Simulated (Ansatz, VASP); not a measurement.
# Two plane-wave programs on C

```xyz
2
Lattice="0.0000 1.7501 1.7834 1.8167 0.0000 1.7834 1.8167 1.7501 0.0000" Properties=species:S:1:pos:R:3 pbc="T T T"
C     1.8167    1.7501    1.7834
C     2.7251    2.6251    2.6751
```

Change from the starting cell: strain +0.0187 x Voigt [1, -1, 0, 0, 0, 0], atoms carried along.

Alike in both runs: task single point; functional r2SCAN; k mesh 12 × 12 × 12; occupations gaussian, width 0.05 eV; no spin polarisation.

|  | VASP | Ansatz |
| --- | --- | --- |
| version | VASP 6.6.1 | Ansatz 0.2.0 |
| potentials or method | VASP PAW PBE potentials, release 64 (C), cutoff 520 eV | scalar-relativistic, plane waves, PAW |
| valence electrons in the cell | 8 | 8 |

|  | VASP | Ansatz | Ansatz less VASP |
| --- | --- | --- | --- |
| gap on the k mesh at the Fermi level (eV) | 3.60 | 3.63 | +0.030 |
| least direct gap on the mesh (eV) | 5.31 | 5.35 | +0.045 |
| pressure (GPa) | -1.2 | -2.2 | -1.10 |
| traceless stress, the component that is largest in VASP (GPa) | -18.70 | -18.73 | -0.032 |

VASP's potentials were made for PBE, not for r2SCAN.
